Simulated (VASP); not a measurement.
Input of a VASP 6.6.1 run:

File INCAR:

```
SYSTEM = BP
ALGO = Normal
EDIFF = 1E-6
ENCUT = 520
GGA = PE
ISIF = 2
ISMEAR = 0
LASPH = .TRUE.
LCHARG = .TRUE.
LELF = .TRUE.
LREAL = .FALSE.
LVHAR = .TRUE.
LWAVE = .FALSE.
NBANDS = 11
NELM = 80
PREC = Accurate
SIGMA = 0.02
```

File KPOINTS:

```
k-points
0
G
  10 10 10
  0 0 0
```

Contents of POSCAR:

```
BP
1.0
    0.0000000000      2.1792834192      2.1792834192
    2.1792834192      0.0000000000      2.1792834192
    2.1792834192      2.1792834192      0.0000000000
B P
1 1
Direct
    0.0000000000      0.0000000000      0.0000000000
    0.2500000000      0.2500000000      0.2500000000
```

Potentials or basis: VASP PAW PBE potentials, release 64 (B, P).

Launch:

```sh
$ cat potpaw_PBE.64/B/POTCAR potpaw_PBE.64/P/POTCAR > POTCAR
$ mpirun -np 1 vasp_std > vasp.out
```

**Question.** Estimate the band gap on the k mesh.

**Answer.** 1.07 eV, indirect (least direct gap 3.61 eV).

**Question.** Predict the pressure.

**Answer.** 26.0 GPa.

 A k mesh can miss the band edges.
